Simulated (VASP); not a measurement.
KI:

```
K I
1.0
     0.00000    3.52455    3.52455
     3.52455    0.00000    3.52455
     3.52455    3.52455    0.00000
K I
1 1
Cartesian
  0.0000 0.0000 0.0000
  3.5246 3.5246 3.5246
```

```yaml
Program: VASP 6.6.1
Task: relaxation of cell and atoms
Functional: LDA
Potentials_or_basis: VASP PAW LDA potentials, release 64 (K_sv, I)
Cutoff: 600 eV
k_mesh: 6 × 6 × 6
Occupations: gaussian, width 0.02 eV
Spin: no spin polarisation
```

At the start: pressure -1.2 GPa; volume 43.78 Å³/atom.

**Question.** How do energy, volume and symmetry change on relaxing?

**Answer.** Over 4 steps the energy falls by 16.5 meV/atom and the volume is 39.78 Å³/atom (-9.1 %); space group Fm-3m (No. 225, to 0.05 Å).

The path:
```
step  energy change (eV)  largest force (eV/Å)  pressure (GPa)  volume (Å³)
   1              0.0000                0.0000           -1.21        87.57
   2             -0.0245                0.0000           -0.68        83.46
   3             -0.0330                0.0000           -0.06        79.86
   4             -0.0330                0.0000            0.01        79.56
```

Final structure:
```
K I
1.0
     0.00000    3.41368    3.41368
     3.41368    0.00000    3.41368
     3.41368    3.41368    0.00000
K I
1 1
Direct
  0.00000 0.00000 0.00000
  0.50000 0.50000 0.50000
```
